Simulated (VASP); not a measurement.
# CdH6 in VASP: notebook

The runs below take CdH6 through single point, relaxation of cell and atoms, with PBE.

Program: VASP 6.6.1. These are calculated values, not measurements. Logs are shortened: lines on timing, memory, paths and dates and some standing lists are left out, and cuts for length are marked.

## Step 1: The cell of the first run

The typed cell holds 7 atoms: a = 3.553 Å, b = 3.553 Å, c = 5.155 Å, α = 90.00°, β = 90.00°, γ = 90.00°.

## Step 2: Single point, PBE

INCAR

```
SYSTEM = CdH6
  PREC = Accurate
  ENCUT = 520
  EDIFF = 1E-6
  ISMEAR = 0
  SIGMA = 0.1
  LREAL = .FALSE.
  LASPH = .TRUE.
  NELM = 60
  ALGO = Normal
  ISIF = 2
  LWAVE = .FALSE.
  LCHARG = .TRUE.
  GGA = PE
  LELF = .TRUE.
  LVHAR = .TRUE.
  NBANDS = 18
```

KPOINTS

```
Automatic mesh
0
G
  4 4 6
  0 0 0
```

POSCAR

```
CdH6
1.0
    3.5527471977      0.0000000000      0.0000000000
    0.0000000000      3.5527471977      0.0000000000
    0.0000000000      0.0000000000      5.1549170810
Cd H
1 6
Direct
    0.0000000000      0.0000000000      0.9693474868
    0.1795618186      0.1795618186      0.4692110796
    0.8204381814      0.8204381814      0.4692110796
    0.8204381814      0.1795618186      0.4692110796
    0.1795618186      0.8204381814      0.4692110796
    0.5000000000      0.0000000000     -0.0304939227
    0.0000000000      0.5000000000     -0.0304939227
```

Potentials or basis: VASP PAW PBE potentials, release 64 (Cd, H).

Launch:

```console
$ cat potpaw_PBE.64/Cd/POTCAR potpaw_PBE.64/H/POTCAR > POTCAR
$ mpirun -np 1 vasp_std > vasp.out
```

OUTCAR:

```text
SYSTEM = CdH6
   PREC = Accurate
   ENCUT = 520
   EDIFF = 1E-6
   ISMEAR = 0
   LREAL = .FALSE.
   LASPH = .TRUE.
   NELM = 60
   ISIF = 2
   GGA = PE

 ion  position               nearest neighbor table
   1  0.000  0.000  0.969-   6 1.78   7 1.78   7 1.78   6 1.78
   2  0.180  0.180  0.469-
   3  0.820  0.820  0.469-
   4  0.820  0.180  0.469-
   5  0.180  0.820  0.469-
   6  0.500  0.000  0.970-   1 1.78   1 1.78
   7  0.000  0.500  0.970-   1 1.78   1 1.78

  LATTYP: Found a simple tetragonal cell.
 ALAT       =     3.5527471977
 C/A-ratio  =     1.4509664758

  Lattice vectors:

 A1 = (   3.5527471977,   0.0000000000,   0.0000000000)
 A2 = (   0.0000000000,   3.5527471977,   0.0000000000)
 A3 = (   0.0000000000,   0.0000000000,   5.1549170810)

Analysis of symmetry for initial positions (statically):
=====================================================================
 Subroutine PRICEL returns:
 Original cell was already a primitive cell.

 Routine SETGRP: Setting up the symmetry group for a
 simple tetragonal supercell.

 Subroutine GETGRP returns: Found  8 space group operations
 (whereof  8 operations were pure point group operations)
 out of a pool of 16 trial point group operations.

The static configuration has the point symmetry C_4v.

Analysis of symmetry for dynamics (positions and initial velocities):
=====================================================================
 Subroutine PRICEL returns:
 Original cell was already a primitive cell.

 Routine SETGRP: Setting up the symmetry group for a
 simple tetragonal supercell.

 Subroutine GETGRP returns: Found  8 space group operations
 (whereof  8 operations were pure point group operations)
 out of a pool of 16 trial point group operations.

The dynamic configuration has the point symmetry C_4v.

 Subroutine INISYM returns: Found  8 space group operations
 (whereof  8 operations are pure point group operations),
 and found     1 'primitive' translations

----------------------------------------------------------------------------------------

                                     Primitive cell

  volume of cell :      65.0654

  direct lattice vectors                    reciprocal lattice vectors
     3.552747198  0.000000000  0.000000000     0.281472321  0.000000000  0.000000000
     0.000000000  3.552747198  0.000000000     0.000000000  0.281472321  0.000000000
     0.000000000  0.000000000  5.154917081     0.000000000  0.000000000  0.193989541

  length of vectors
     3.552747198  3.552747198  5.154917081     0.281472321  0.281472321  0.193989541

  position of ions in fractional coordinates (direct lattice)
     0.000000000  0.000000000  0.969347487
     0.179561819  0.179561819  0.469211080
     0.820438181  0.820438181  0.469211080
     0.820438181  0.179561819  0.469211080
     0.179561819  0.820438181  0.469211080
     0.500000000  0.000000000  0.969506077
     0.000000000  0.500000000  0.969506077

  ion indices of the primitive-cell ions
   primitive index   ion index
                 1           1
                 2           2
                 3           3
                 4           4
                 5           5
                 6           6
                 7           7

----------------------------------------------------------------------------------------

 KPOINTS: Automatic mesh

Automatic generation of k-mesh.
 Grid dimensions read from file:
 generate k-points for:    4    4    6

 Generating k-lattice:

  Cartesian coordinates                     Fractional coordinates (reciprocal lattice)
     0.070368080  0.000000000  0.000000000     0.250000000  0.000000000  0.000000000
     0.000000000  0.070368080  0.000000000     0.000000000  0.250000000  0.000000000
     0.000000000  0.000000000  0.032331590     0.000000000  0.000000000  0.166666667

  Length of vectors
     0.070368080  0.070368080  0.032331590

  Shift w.r.t. Gamma in fractional coordinates (k-lattice)
     0.000000000  0.000000000  0.000000000

 Subroutine IBZKPT returns following result:
 ===========================================

 Found     24 irreducible k-points:

 Following reciprocal coordinates:
            Coordinates               Weight
  0.000000  0.000000  0.000000      1.000000
  0.250000  0.000000  0.000000      4.000000
  0.500000  0.000000  0.000000      2.000000
  0.250000  0.250000  0.000000      4.000000
  0.500000  0.250000  0.000000      4.000000
  0.500000  0.500000  0.000000      1.000000
[... 16 lines left out ...]
  0.500000  0.250000  0.500000      4.000000
  0.500000  0.500000  0.500000      1.000000
   k-points           NKPTS =     24   k-points in BZ     NKDIM =     24   number of bands    NBANDS=     18
   number of dos      NEDOS =    301   number of ions     NIONS =      7
   total plane-waves  NPLWV =  31360
   dimension x,y,z NGX =    28 NGY =   28 NGZ =   40
   dimension x,y,z NGXF=    56 NGYF=   56 NGZF=   80
   ions per type =               1   6
   NGX,Y,Z   is equivalent  to a cutoff of  13.10, 13.10, 12.90 a.u.
   NGXF,Y,Z  is equivalent  to a cutoff of  26.20, 26.20, 25.80 a.u.
 SYSTEM =  CdH6
   PREC   = accura    normal or accurate (medium, high low for compatibility)
   ISTART =      0    job   : 0-new  1-cont  2-samecut
   ICHARG =      2    charge: 1-file 2-atom 10-const
   ISPIN  =      1    spin polarized calculation?
   LNONCOLLINEAR =      F non collinear calculations
   LSORBIT =      F    spin-orbit coupling
   LASPH  =      T    aspherical Exc in radial PAW
   ENCUT  =  520.0 eV  38.22 Ry    6.18 a.u.   6.61  6.61  9.58*2*pi/ulx,y,z
   NELM   =     60;   NELMIN=  2; NELMDL= -5     # of ELM steps
   EDIFF  = 0.1E-05   stopping-criterion for ELM
   LREAL  =      F    real-space projection
   EDIFFG = 0.1E-04   stopping-criterion for IOM
   NSW    =      0    number of steps for IOM
   IBRION =     -1    ionic relax: 0-MD 1-quasi-New 2-CG
   NFREE  =      0    steps in history (QN), initial steepest desc. (CG)
   ISIF   =      2    stress and relaxation
   ISYM   =      2    0-nonsym 1-usesym 2-fastsym
   POTIM  = 0.5000    time-step for ionic-motion
   TEBEG  =    0.0;   TEEND  =   0.0 temperature during run
   PSTRESS=    0.0 pullay stress
   NELECT =      18.0000    total number of electrons
   NUPDOWN=      -1.0000    fix difference up-down
   EMIN   =  10.00;   EMAX   =-10.00  energy-range for DOS
   EFERMI =   0.00;   METHOD = LEGACY
   ISMEAR =     0;   SIGMA  =   0.10  broadening in eV -4-tet -1-fermi 0-gaus
   EFERMI_NEDOS =   21; number of points for ismear=-14 and -15
   IALGO  =     38    algorithm
   IMIX   =      4    mixing-type and parameters
     AMIX     =   0.40;   BMIX     =  1.00
     AMIX_MAG =   1.60;   BMIX_MAG =  1.00
  volume/ion in A,a.u.               =       9.30        62.73
  Fermi-wavevector in a.u.,A,eV,Ry     =   1.066716  2.015801 15.481845  1.137884
  Thomas-Fermi vector in A             =   2.202309
   LORBIT       =      0    0 simple, 1 ext, 2 COOP (PROOUT), +10 PAW based schemes
   GGA     = PE    functional components
   LHFCALC =     F    Hartree Fock is set to
   AEXX    =    0.0000 exact exchange contribution
   IVDW    =     0    specifies the selected vdW correction
   LEPSILON=     F    determine dielectric tensor
   LRPA    =     F    only Hartree local field effects (RPA)
 non-spin polarized calculation
 Gauss-broadening in eV      SIGMA  =   0.10
  energy-cutoff  :      520.00
  volume of cell :       65.07
 maximum number of plane-waves:      1795
 NGX is ok and might be reduce to    28
   NGX = 13   NGY = 13   NGZ = 19

 number of electron      18.0000000 magnetization

 Free energy of the ion-electron system (eV)
  ---------------------------------------------------
  ext. energy  EPLUGINS =         0.00000000
  ---------------------------------------------------
  free energy    TOTEN  =       -14.57483372 eV

  energy without entropy =      -14.56295182  energy(sigma->0) =      -14.56889277

 E-fermi :  -0.6450     XC(G=0):  -8.4731

 val. band max:       -0.7328352603   @ k =   0.5000   0.5000   0.5000
 cond. band min:      -0.6192614159   @ k =   0.5000   0.2500   0.1667
 fundamental gap:      0.1135738444
 Fermi energy:        -0.6450198564

 k-point     1 :       0.0000    0.0000    0.0000
  band No.  band energies     occupation
      1     -10.8306      2.00000
      2     -10.4033      2.00000
      3     -10.0713      2.00000
      4      -9.1624      2.00000
      5      -9.1624      2.00000
      6      -9.0884      2.00000
[... 10 lines left out ...]
     17      10.9912      0.00000
     18      12.4148      0.00000

 k-point     2 :       0.2500    0.0000    0.0000
  band No.  band energies     occupation
      1     -10.6817      2.00000
      2      -9.9998      2.00000
      3      -9.5274      2.00000
      4      -9.2488      2.00000
      5      -9.1563      2.00000
      6      -9.1561      2.00000
[... 10 lines left out ...]
     17      10.4253      0.00000
     18      11.7778      0.00000

 k-point     3 :       0.5000    0.0000    0.0000
  band No.  band energies     occupation
      1     -10.6196      2.00000
      2      -9.6698      2.00000
      3      -9.3319      2.00000
      4      -9.2227      2.00000
      5      -9.1497      2.00000
      6      -8.2741      2.00000
[... 10 lines left out ...]
     17      10.0794      0.00000
     18      13.1058      0.00000

 k-point     4 :       0.2500    0.2500    0.0000
  band No.  band energies     occupation
      1     -10.2164      2.00000
      2      -9.8803      2.00000
      3      -9.2589      2.00000
      4      -9.2437      2.00000
      5      -9.2354      2.00000
      6      -9.0189      2.00000
[... 375 lines left out ...]
      4      -9.2549      2.00000
      5      -9.2405      2.00000
      6      -8.5753      2.00000
[... 10 lines left out ...]
     17      10.8006      0.00000
     18      10.9258      0.00000

 k-point    23 :       0.5000    0.2500    0.5000
  band No.  band energies     occupation
      1     -10.0091      2.00000
      2      -9.3536      2.00000
      3      -9.3257      2.00000
      4      -9.2632      2.00000
      5      -9.2572      2.00000
      6      -8.0428      2.00000
[... 10 lines left out ...]
     17      10.4673      0.00000
     18      11.9791      0.00000

 k-point    24 :       0.5000    0.5000    0.5000
  band No.  band energies     occupation
      1      -9.4220      2.00000
      2      -9.3367      2.00000
      3      -9.3367      2.00000
      4      -9.2573      2.00000
      5      -9.2531      2.00000
      6      -7.5239      2.00000
[... 10 lines left out ...]
     17      11.3528      0.00000
     18      11.3528      0.00000

------------------------ aborting loop because EDIFF is reached ----------------------------------------

  FORCE on cell =-STRESS in cart. coord.  units (eV):
  Direction    XX          YY          ZZ          XY          YZ          ZX
  --------------------------------------------------------------------------------------
  -------------------------------------------------------------------------------------
  Total        0.1735530      0.1735530      0.1338747      0.0000000     -0.0000000      0.0000000
  in kB        4.2735848      4.2735848      3.2965437      0.0000000     -0.0000000      0.0000000
  external PRESSURE =       3.9479045 kB  Pullay stress =       0.0000000 kB

 VOLUME and BASIS-vectors are now :
 -----------------------------------------------------------------------------
  energy-cutoff  :      520.00
  volume of cell :       65.07
      direct lattice vectors                 reciprocal lattice vectors
     3.552747198  0.000000000  0.000000000     0.281472321  0.000000000  0.000000000
     0.000000000  3.552747198  0.000000000     0.000000000  0.281472321  0.000000000
     0.000000000  0.000000000  5.154917081     0.000000000  0.000000000  0.193989541

 POSITION                                       TOTAL-FORCE (eV/Angst)
 -----------------------------------------------------------------------------------
      0.00000      0.00000      4.99691         0.000000      0.000000     -0.000809
      0.63794      0.63794      2.41874        -0.001895     -0.001895      0.000604
      2.91481      2.91481      2.41874         0.001895      0.001895      0.000604
      2.91481      0.63794      2.41874         0.001895     -0.001895      0.000604
      0.63794      2.91481      2.41874        -0.001895      0.001895      0.000604
      1.77637      0.00000      4.99772         0.000000      0.000000     -0.000804
      0.00000      1.77637      4.99772         0.000000      0.000000     -0.000804
 -----------------------------------------------------------------------------------
    total drift:                                0.000000      0.000000     -0.000228

  FREE ENERGIE OF THE ION-ELECTRON SYSTEM (eV)
  ---------------------------------------------------
  free  energy   TOTEN  =       -14.5748337227 eV

  energy  without entropy=      -14.5629518208  energy(sigma->0) =      -14.56889277
```

Run time: 13 s. Hardware: 1 thread of Intel Xeon 6975P-C (Granite Rapids), shared host; peak memory 0.18 GiB.

What came out:

- Free energy: -14.5748 eV
- Pressure: 0.4 GPa
- Band gap on the k mesh: zero (band 9 reaches 0.47 eV, above the bottom of band 10 at -2.01 eV)

Forces in eV/Å, atoms in the order of the input:
```
Cd   0.000  0.000 -0.001
H   -0.002 -0.002  0.001
H    0.002  0.002  0.001
H    0.002 -0.002  0.001
H   -0.002  0.002  0.001
H    0.000  0.000 -0.001
H    0.000  0.000 -0.001
```

Stress tensor (GPa, compression positive):
```
0.43 0.00 0.00
0.00 0.43 0.00
0.00 0.00 0.33
```

Caveat: the k points lie up to 0.44 Å⁻¹ apart.

## Step 3: Single point, PBE

This run uses another cell than the first one, of 9.63 Å³/atom, 1.036 times its volume.

INCAR

```
PREC = Accurate ; ENCUT = 520
EDIFF = 1E-6 ; ISMEAR = 0
SIGMA = 0.1 ; LREAL = False
LASPH = True ; NELM = 80
ALGO = Normal ; ISIF = 2
LWAVE = False ; LCHARG = False
GGA = PE ; NBANDS = 18
```

KPOINTS

```
regular mesh
0
Gamma
  6 6 4
```

POSCAR

```
CdH6
1.0
    3.5196500157      0.0000000000      0.0000000000
    0.0000000000      3.5196500157      0.0000000000
    0.0000000000      0.0000000000      5.4439663487
Cd H
1 6
Direct
    0.0000000000      0.0000000000      0.5000000000
    0.1805136984      0.1805136984      0.0000000000
    0.8194863016      0.8194863016      0.0000000000
    0.8194863016      0.1805136984      0.0000000000
    0.1805136984      0.8194863016      0.0000000000
    0.5000000000      0.0000000000      0.5000000000
    0.0000000000      0.5000000000      0.5000000000
```

Potentials or basis: VASP PAW PBE potentials, release 64 (Cd, H).

Launch:

```console
$ cat potpaw_PBE.64/Cd/POTCAR potpaw_PBE.64/H/POTCAR > POTCAR
$ mpirun -np 1 vasp_std > vasp.out
```

Run time: 18 s. Hardware: 1 thread of Intel Xeon 6975P-C (Granite Rapids), shared host; peak memory 0.18 GiB.

The run converged. Its results:

| Item | Value |
| --- | --- |
| Free energy | -14.7398 eV |
| Pressure | 0.5 GPa |
| Largest force | 0.022 eV/Å |
| Band gap on the k mesh | zero (band 9 reaches 0.63 eV, above the bottom of band 10 at -1.97 eV) |

Forces in eV/Å, atoms in the order of the input:
```
Cd   0.000  0.000  0.000
H    0.016  0.016  0.000
H   -0.016 -0.016  0.000
H   -0.016  0.016  0.000
H    0.016 -0.016  0.000
H    0.000  0.000  0.000
H    0.000  0.000  0.000
```

Stress tensor (GPa, compression positive):
```
0.62 0.00 0.00
0.00 0.62 0.00
0.00 0.00 0.17
```

Levels at points of the mesh, in eV from the Fermi level:
| k point | band 6 | band 7 | band 8 | band 9 | band 10 | band 11 | band 12 | band 13 |
| --- | --- | --- | --- | --- | --- | --- | --- | --- |
| (0.00, 0.00, 0.00) | -8.77 | -5.94 | 0.67 | 1.06 | 1.06 | 2.41 | 7.29 | 7.29 |
| (0.50, 0.00, 0.00) | -7.73 | -5.08 | -3.81 | -2.18 | 2.00 | 2.68 | 6.13 | 7.38 |
| (0.50, 0.50, 0.00) | -6.64 | -4.34 | -4.34 | -1.06 | -1.06 | 0.68 | 2.42 | 4.76 |
| (0.00, 0.00, 0.50) | -8.77 | -7.03 | 1.20 | 1.20 | 2.45 | 3.41 | 5.97 | 6.70 |
| (0.50, 0.00, 0.50) | -7.77 | -4.81 | -4.54 | -2.68 | 2.11 | 5.44 | 6.63 | 7.42 |
| (0.50, 0.50, 0.50) | -6.77 | -4.17 | -4.17 | -1.40 | -1.40 | -0.21 | 2.68 | 5.35 |

(Part 1 of 3 ends here.)
